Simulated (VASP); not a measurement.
# Bi (I4/mmm) in VASP: further runs

Bi is run at these levels: PBEsol; tasks: single point.

All numbers are computed with VASP 6.6.1; they aren't measurements. Logs are shortened: lines on timing, memory, paths and dates and some standing lists are left out, and cuts for length are marked.

## Step 1: The cell of the first run

The structure is tetragonal, space group I4/mmm (No. 139). Conventional cell: a = 3.963 Å, b = 3.963 Å, c = 3.884 Å, α = 90.00°, β = 90.00°, γ = 90.00°. Within 4.5 Å of Bi (site symmetry 4/mmm) lie 14 Bi at 3.41 to 3.96 Å.

## Step 2: Single point, PBEsol

INCAR

```
SYSTEM = Bi
PREC = Accurate
ENCUT = 520
EDIFF = 1E-7
ISMEAR = -1
SIGMA = 0.05
LREAL = .FALSE.
LASPH = .TRUE.
NELM = 60
ALGO = Normal
ISIF = 2
LWAVE = .FALSE.
LCHARG = .FALSE.
GGA = PS
NBANDS = 14
```

KPOINTS

```
regular mesh
0
G
  8 8 8
  0 0 0
```

POSCAR

```
Bi
1.0
   -1.9814305318      1.9814305318      1.9418019212
    1.9814305318     -1.9814305318      1.9418019212
    1.9814305318      1.9814305318     -1.9418019212
Bi
1
Direct
    0.0000000000      0.0000000000      0.0000000000
```

Potentials or basis: VASP PAW PBE potentials, release 64 (Bi_d).

The run is started by

```console
$ cat potpaw_PBE.64/Bi_d/POTCAR > POTCAR
$ mpirun -np 1 vasp_std > vasp.out
```

OUTCAR:

```text
SYSTEM = Bi
   PREC = Accurate
   ENCUT = 520
   EDIFF = 1E-7
   ISMEAR = -1
   LREAL = .FALSE.
   LASPH = .TRUE.
   NELM = 60
   ISIF = 2
   GGA = PS

 ion  position               nearest neighbor table
   1  0.000  0.000  0.000-

  LATTYP: Found a body centered tetragonal cell.
 ALAT       =     3.9628610636
 C/A-ratio  =     0.9800000000

  Lattice vectors:

 A1 = (  -1.9814305318,   1.9814305318,   1.9418019212)
 A2 = (   1.9814305318,  -1.9814305318,   1.9418019212)
 A3 = (   1.9814305318,   1.9814305318,  -1.9418019212)

Analysis of symmetry for initial positions (statically):
=====================================================================
 Subroutine PRICEL returns:
 Original cell was already a primitive cell.

 Routine SETGRP: Setting up the symmetry group for a
 body centered tetragonal supercell.

 Subroutine GETGRP returns: Found 16 space group operations
 (whereof 16 operations were pure point group operations)
 out of a pool of 16 trial point group operations.

The static configuration has the point symmetry D_4h.

Analysis of symmetry for dynamics (positions and initial velocities):
=====================================================================
 Subroutine PRICEL returns:
 Original cell was already a primitive cell.

 Routine SETGRP: Setting up the symmetry group for a
 body centered tetragonal supercell.

 Subroutine GETGRP returns: Found 16 space group operations
 (whereof 16 operations were pure point group operations)
 out of a pool of 16 trial point group operations.

The dynamic configuration has the point symmetry D_4h.

 Subroutine INISYM returns: Found 16 space group operations
 (whereof 16 operations are pure point group operations),
 and found     1 'primitive' translations

----------------------------------------------------------------------------------------

                                     Primitive cell

  volume of cell :      30.4946

  direct lattice vectors                    reciprocal lattice vectors
    -1.981430532  1.981430532  1.941801921     0.000000000  0.252342937  0.257492793
     1.981430532 -1.981430532  1.941801921     0.252342937  0.000000000  0.257492793
     1.981430532  1.981430532 -1.941801921     0.252342937  0.252342937  0.000000000

  length of vectors
     3.409212315  3.409212315  3.409212315     0.360526693  0.360526693  0.356866804

  position of ions in fractional coordinates (direct lattice)
     0.000000000  0.000000000  0.000000000

  ion indices of the primitive-cell ions
   primitive index   ion index
                 1           1

----------------------------------------------------------------------------------------

 KPOINTS: regular mesh

Automatic generation of k-mesh.
 Grid dimensions read from file:
 generate k-points for:    8    8    8

 Generating k-lattice:

  Cartesian coordinates                     Fractional coordinates (reciprocal lattice)
     0.000000000  0.031542867  0.032186599     0.125000000 -0.000000000  0.000000000
     0.031542867  0.000000000  0.032186599    -0.000000000  0.125000000  0.000000000
     0.031542867  0.031542867  0.000000000     0.000000000  0.000000000  0.125000000

  Length of vectors
     0.045065837  0.045065837  0.044608350

  Shift w.r.t. Gamma in fractional coordinates (k-lattice)
     0.000000000  0.000000000  0.000000000

 Subroutine IBZKPT returns following result:
 ===========================================

 Found     59 irreducible k-points:

 Following reciprocal coordinates:
            Coordinates               Weight
  0.000000  0.000000  0.000000      1.000000
  0.125000  0.000000 -0.000000      8.000000
  0.250000  0.000000 -0.000000      8.000000
  0.375000  0.000000  0.000000      8.000000
  0.500000  0.000000 -0.000000      4.000000
  0.125000  0.125000 -0.000000      8.000000
[... 16 lines left out ...]
  0.250000  0.125000  0.125000     16.000000
  0.375000  0.125000  0.125000      8.000000
 [... further k-points ...]
   k-points           NKPTS =     59   k-points in BZ     NKDIM =     59   number of bands    NBANDS=     14
   number of dos      NEDOS =    301   number of ions     NIONS =      1
   total plane-waves  NPLWV =  21952
   dimension x,y,z NGX =    28 NGY =   28 NGZ =   28
   dimension x,y,z NGXF=    56 NGYF=   56 NGZF=   56
   ions per type =               1
   NGX,Y,Z   is equivalent  to a cutoff of  13.65, 13.65, 13.65 a.u.
   NGXF,Y,Z  is equivalent  to a cutoff of  27.31, 27.31, 27.31 a.u.
 SYSTEM =  Bi
   PREC   = accura    normal or accurate (medium, high low for compatibility)
   ISTART =      0    job   : 0-new  1-cont  2-samecut
   ICHARG =      2    charge: 1-file 2-atom 10-const
   ISPIN  =      1    spin polarized calculation?
   LNONCOLLINEAR =      F non collinear calculations
   LSORBIT =      F    spin-orbit coupling
   LASPH  =      T    aspherical Exc in radial PAW
   ENCUT  =  520.0 eV  38.22 Ry    6.18 a.u.   6.34  6.34  6.34*2*pi/ulx,y,z
   NELM   =     60;   NELMIN=  2; NELMDL= -5     # of ELM steps
   EDIFF  = 0.1E-06   stopping-criterion for ELM
   LREAL  =      F    real-space projection
   EDIFFG = 0.1E-05   stopping-criterion for IOM
   NSW    =      0    number of steps for IOM
   IBRION =     -1    ionic relax: 0-MD 1-quasi-New 2-CG
[... 8 lines left out ...]
   EMIN   =  10.00;   EMAX   =-10.00  energy-range for DOS
   EFERMI =   0.00;   METHOD = LEGACY
   ISMEAR =    -1;   SIGMA  =   0.05  broadening in eV -4-tet -1-fermi 0-gaus
   EFERMI_NEDOS =   21; number of points for ismear=-14 and -15
   IALGO  =     38    algorithm
   IMIX   =      4    mixing-type and parameters
     AMIX     =   0.40;   BMIX     =  1.00
     AMIX_MAG =   1.60;   BMIX_MAG =  1.00
  volume/ion in A,a.u.               =      30.49       205.79
  Fermi-wavevector in a.u.,A,eV,Ry     =   1.292303  2.442099 22.722372  1.670047
  Thomas-Fermi vector in A             =   2.424019
   LORBIT       =      0    0 simple, 1 ext, 2 COOP (PROOUT), +10 PAW based schemes
   GGA     = PS    functional components
   LHFCALC =     F    Hartree Fock is set to
   AEXX    =    0.0000 exact exchange contribution
   IVDW    =     0    specifies the selected vdW correction
   LEPSILON=     F    determine dielectric tensor
   LRPA    =     F    only Hartree local field effects (RPA)
 non-spin polarized calculation
  energy-cutoff  :      520.00
  volume of cell :       30.49
 maximum number of plane-waves:       837
 NGX is ok and might be reduce to    28
   NGX = 13   NGY = 13   NGZ = 13

 number of electron      14.9999996 magnetization

 Free energy of the ion-electron system (eV)
  ---------------------------------------------------
  ext. energy  EPLUGINS =         0.00000000
  ---------------------------------------------------
  free energy    TOTEN  =        -4.19256892 eV

  energy without entropy =       -4.18600857  energy(sigma->0) =       -4.18928875

 E-fermi :   8.0542     XC(G=0): -10.5378

 val. band max:        8.0403763300   @ k =  -0.3750   0.3750   0.2500
 cond. band min:       8.2568406260   @ k =   0.5000   0.1250  -0.0000
 fundamental gap:      0.2164642960
 Fermi energy:         8.0541903825

 k-point     1 :       0.0000    0.0000    0.0000
  band No.  band energies     occupation
      1     -14.9780      2.00000
      2     -14.9721      2.00000
      3     -14.9721      2.00000
      4     -14.8404      2.00000
      5     -14.8310      2.00000
      6      -5.6773      2.00000
      7      13.2254      0.00000
      8      13.2254      0.00000
      9      13.3258      0.00000
     10      17.3561      0.00000
     11      18.4098      0.00000
     12      18.4098      0.00000
     13      18.6475      0.00000
     14      19.5699      0.00000

 k-point     2 :       0.1250    0.0000   -0.0000
  band No.  band energies     occupation
      1     -14.9817      2.00000
      2     -14.9622      2.00000
      3     -14.9421      2.00000
      4     -14.8429      2.00000
      5     -14.8361      2.00000
      6      -5.3839      2.00000
      7      10.8469      0.00000
      8      12.4056      0.00000
      9      12.9727      0.00000
     10      16.6283      0.00000
     11      17.3872      0.00000
     12      18.2856      0.00000
     13      19.1487      0.00000
     14      20.8451      0.00000

 k-point     3 :       0.2500    0.0000   -0.0000
  band No.  band energies     occupation
      1     -14.9972      2.00000
      2     -14.9459      2.00000
      3     -14.8619      2.00000
      4     -14.8510      2.00000
      5     -14.8401      2.00000
      6      -4.5308      2.00000
      7       7.2731      2.00000
      8      10.9879      0.00000
      9      12.2691      0.00000
     10      15.0822      0.00000
     11      16.3494      0.00000
     12      18.6827      0.00000
     13      20.3770      0.00000
     14      23.2920      0.00000
[... 324 lines left out ...]
 k-point    23 :       0.2500    0.1250    0.1250
  band No.  band energies     occupation
      1     -14.9840      2.00000
      2     -14.9417      2.00000
      3     -14.8469      2.00000
      4     -14.8428      2.00000
      5     -14.7980      2.00000
      6      -2.8992      2.00000
      7       4.4860      2.00000
      8       7.7998      1.98773
      9       8.9698      0.00000
     10      18.0703      0.00000
     11      19.0863      0.00000
     12      20.7143      0.00000
     13      21.6252      0.00000
     14      23.2478      0.00000

 k-point    24 :       0.3750    0.1250    0.1250
  band No.  band energies     occupation
      1     -14.9876      2.00000
      2     -14.9272      2.00000
      3     -14.8436      2.00000
      4     -14.8390      2.00000
      5     -14.7948      2.00000
      6      -2.2401      2.00000
      7       3.5264      2.00000
      8       7.1278      2.00000
      9       8.6914      0.00001
     10      17.8468      0.00000
     11      19.0708      0.00000
     12      21.4508      0.00000
     13      22.4885      0.00000
     14      24.6909      0.00000

 [... further k-points ...]
[... 5 lines left out ...]
  --------------------------------------------------------------------------------------
  -------------------------------------------------------------------------------------
  Total       -0.2751917     -0.2751917     -0.1360425      0.0000000      0.0000000      0.0000000
  in kB      -14.4585001    -14.4585001     -7.1476364      0.0000000      0.0000000      0.0000000
  external PRESSURE =     -12.0215455 kB  Pullay stress =       0.0000000 kB

 VOLUME and BASIS-vectors are now :
 -----------------------------------------------------------------------------
  energy-cutoff  :      520.00
  volume of cell :       30.49
      direct lattice vectors                 reciprocal lattice vectors
    -1.981430532  1.981430532  1.941801921     0.000000000  0.252342937  0.257492793
     1.981430532 -1.981430532  1.941801921     0.252342937  0.000000000  0.257492793
     1.981430532  1.981430532 -1.941801921     0.252342937  0.252342937  0.000000000

 POSITION                                       TOTAL-FORCE (eV/Angst)
 -----------------------------------------------------------------------------------
      0.00000      0.00000      0.00000        -0.000000      0.000000     -0.000000
 -----------------------------------------------------------------------------------
    total drift:                               -0.000000     -0.000000     -0.000000

  FREE ENERGIE OF THE ION-ELECTRON SYSTEM (eV)
  ---------------------------------------------------
  free  energy   TOTEN  =        -4.1925689243 eV

  energy  without entropy=       -4.1860085682  energy(sigma->0) =       -4.18928875
```

Run time: 12 s. Hardware: 1 thread of Intel Xeon Platinum 8488C (Sapphire Rapids), shared host; peak memory 0.16 GiB.

Results:

```
Free energy : -4.1926 eV
Pressure    : -1.2 GPa
```

Caveat: the PAW data sets were made with another functional, which shifts forces and pressure a little; spin-orbit coupling is left out, which moves the levels of the heavy elements.

## Step 3: Single point, PBEsol

This run uses another cell than the first one, of 30.81 Å³/atom, 1.010 times its volume.

INCAR

```
SYSTEM = Bi
PREC     = Accurate       ! precision mode
ENCUT    = 520            ! plane-wave cutoff, eV
EDIFF    = 1E-6           ! SCF threshold, eV
ISMEAR   = -1             ! smearing method
SIGMA    = 0.05           ! smearing width, eV
LREAL    = .False.        ! projectors in reciprocal space
LASPH    = .True.         ! aspherical terms in the spheres
NELM     = 60             ! most SCF steps
ALGO     = Normal         ! electronic algorithm
ISIF     = 2              ! what is computed and relaxed
LWAVE    = .False.        ! write WAVECAR
LCHARG   = .True.         ! write CHGCAR
GGA      = PS             ! functional
LELF     = .True.         ! ELF
LVHAR    = .True.       
NBANDS   = 14             ! bands
```

KPOINTS

```
Automatic mesh
0
Gamma
  8 8 8
  0 0 0
```

POSCAR

```
Bi
1.0
   -1.9814305318      1.9814305318      1.9616162265
    1.9814305318     -1.9814305318      1.9616162265
    1.9814305318      1.9814305318     -1.9616162265
Bi
1
Direct
    0.0000000000      0.0000000000      0.0000000000
```

Potentials or basis: VASP PAW PBE potentials, release 64 (Bi_d).

The run is started by

```console
$ cat potpaw_PBE.64/Bi_d/POTCAR > POTCAR
$ mpirun -np 1 vasp_std > vasp.out
```

OUTCAR:

```text
SYSTEM = Bi
   PREC = Accurate
   ENCUT = 520
   EDIFF = 1E-6
   ISMEAR = -1
   LREAL = .False.
   LASPH = .True.
   NELM = 60
   ISIF = 2
   GGA = PS

 ion  position               nearest neighbor table
   1  0.000  0.000  0.000-

  LATTYP: Found a body centered tetragonal cell.
 ALAT       =     3.9628610636
 C/A-ratio  =     0.9900000000

  Lattice vectors:

 A1 = (  -1.9814305318,   1.9814305318,   1.9616162265)
 A2 = (   1.9814305318,  -1.9814305318,   1.9616162265)
 A3 = (   1.9814305318,   1.9814305318,  -1.9616162265)

[... 578 lines left out ...]
      7       3.4484      2.00000
      8       7.0114      2.00000
      9       8.5956      0.00000
     10      17.7227      0.00000
     11      18.9506      0.00000
     12      21.2601      0.00000
     13      22.1820      0.00000
     14      24.5296      0.00000

 [... further k-points ...]
[... 5 lines left out ...]
  --------------------------------------------------------------------------------------
  -------------------------------------------------------------------------------------
  Total       -0.3760838     -0.3760838     -0.2664748      0.0000000     -0.0000000      0.0000000
  in kB      -19.5597592    -19.5597592    -13.8590999      0.0000000     -0.0000000      0.0000000
  external PRESSURE =     -17.6595394 kB  Pullay stress =       0.0000000 kB

 VOLUME and BASIS-vectors are now :
 -----------------------------------------------------------------------------
  energy-cutoff  :      520.00
  volume of cell :       30.81
      direct lattice vectors                 reciprocal lattice vectors
    -1.981430532  1.981430532  1.961616226     0.000000000  0.252342937  0.254891856
     1.981430532 -1.981430532  1.961616226     0.252342937  0.000000000  0.254891856
     1.981430532  1.981430532 -1.961616226     0.252342937  0.252342937  0.000000000

 POSITION                                       TOTAL-FORCE (eV/Angst)
 -----------------------------------------------------------------------------------
      0.00000      0.00000      0.00000        -0.000000      0.000000      0.000000
 -----------------------------------------------------------------------------------
    total drift:                               -0.000000     -0.000000     -0.000000

  FREE ENERGIE OF THE ION-ELECTRON SYSTEM (eV)
  ---------------------------------------------------
  free  energy   TOTEN  =        -4.1907295973 eV

  energy  without entropy=       -4.1842451294  energy(sigma->0) =       -4.18748736
```

OSZICAR:

```text
N       E                     dE             d eps       ncg     rms          rms(c)
DAV:   1     0.113700363762E+03    0.11370E+03   -0.75624E+03  1672   0.123E+03
DAV:   2     0.240715838882E+01   -0.11129E+03   -0.10795E+03  1784   0.340E+02
DAV:   3    -0.404652096767E+01   -0.64537E+01   -0.64352E+01  2080   0.792E+01
DAV:   4    -0.419348778549E+01   -0.14697E+00   -0.14693E+00  2066   0.127E+01
DAV:   5    -0.419993411205E+01   -0.64463E-02   -0.64460E-02  2410   0.244E+00    0.488E-01
DAV:   6    -0.419256666679E+01    0.73674E-02   -0.10017E-02  2210   0.144E+00    0.279E-01
DAV:   7    -0.419076165698E+01    0.18050E-02   -0.58705E-03  2240   0.106E+00    0.865E-02
DAV:   8    -0.419072968817E+01    0.31969E-04   -0.49482E-04  2182   0.333E-01    0.918E-03
DAV:   9    -0.419072970470E+01   -0.16523E-07   -0.11788E-05  2468   0.452E-02    0.396E-03
DAV:  10    -0.419072959726E+01    0.10744E-06   -0.79412E-07  1576   0.121E-02
   1 F= -.41907296E+01 E0= -.41874874E+01  d E =-.648447E-02
```

Run time: 13 s. Hardware: 1 thread of Intel Xeon Platinum 8488C (Sapphire Rapids), shared host; peak memory 0.16 GiB.

Results:

```yaml
Free_energy: -4.1907 eV
Pressure: -1.8 GPa
```

Levels at points of the mesh, in eV from the Fermi level:
| k point | band 4 | band 5 | band 6 | band 7 | band 8 | band 9 | band 10 | band 11 |
| --- | --- | --- | --- | --- | --- | --- | --- | --- |
| (0.00, 0.00, 0.00) | -22.88 | -22.87 | -13.65 | 5.13 | 5.13 | 5.17 | 9.18 | 10.40 |
| (0.50, 0.00, 0.00) | -22.88 | -22.79 | -10.53 | -5.18 | 1.51 | 3.38 | 5.91 | 7.50 |
| (0.50, 0.50, 0.00) | -22.88 | -22.79 | -10.57 | -5.20 | 1.62 | 3.53 | 6.03 | 7.65 |
| (0.50, 0.50, 0.50) | -22.81 | -22.81 | -8.39 | -1.93 | -1.93 | -1.76 | 3.42 | 3.51 |

Caveat: the PAW data sets were made with another functional, which shifts forces and pressure a little; spin-orbit coupling is left out, which moves the levels of the heavy elements.

## Step 4: Single point, PBEsol

This run uses another cell than the first one, of 31.43 Å³/atom, 1.031 times its volume.

INCAR

```
PREC = Accurate ; ENCUT = 520
EDIFF = 1E-7 ; ISMEAR = -1
SIGMA = 0.05 ; LREAL = False
LASPH = True ; NELM = 100
ALGO = Normal ; ISIF = 2
LWAVE = False ; LCHARG = True
GGA = PS ; LELF = True
LVHAR = True ; NBANDS = 14
```

KPOINTS

```
Automatic mesh
0
Gamma
  8 8 8
```

POSCAR

```
Bi
1.0
   -1.9814305318      1.9814305318      2.0012448371
    1.9814305318     -1.9814305318      2.0012448371
    1.9814305318      1.9814305318     -2.0012448371
Bi
1
Direct
    0.0000000000      0.0000000000      0.0000000000
```

The run is started by

```console
$ cat potpaw_PBE.64/Bi_d/POTCAR > POTCAR
$ mpirun -np 1 vasp_std > vasp.out
```

It took 13 s on 1 thread of Intel Xeon Platinum 8488C (Sapphire Rapids), shared host; peak memory 0.16 GiB.

The run converged. Its results:

```
Free energy : -4.1822 eV
Pressure    : -2.8 GPa
```

Stress tensor (GPa, compression positive):
```
-2.56  0.00  0.00
 0.00 -2.56  0.00
 0.00  0.00 -3.22
```

Levels at points of the mesh, in eV from the Fermi level:
```
           k point  band 5  band 6  band 7  band 8  band 9  band 10
(0.00, 0.00, 0.00)  -22.88  -13.52    4.96    5.00    5.00     8.92
(0.50, 0.00, 0.00)  -22.80  -10.54   -5.08    1.53    3.41     5.90
(0.50, 0.50, 0.00)  -22.80  -10.50   -5.06    1.44    3.27     5.79
(0.50, 0.50, 0.50)  -22.82   -8.47   -1.94   -1.79   -1.79     3.43
```

Caveat: the PAW data sets were made with another functional, which shifts forces and pressure a little; spin-orbit coupling is left out, which moves the levels of the heavy elements.

(Part 1 of 2 ends here.)
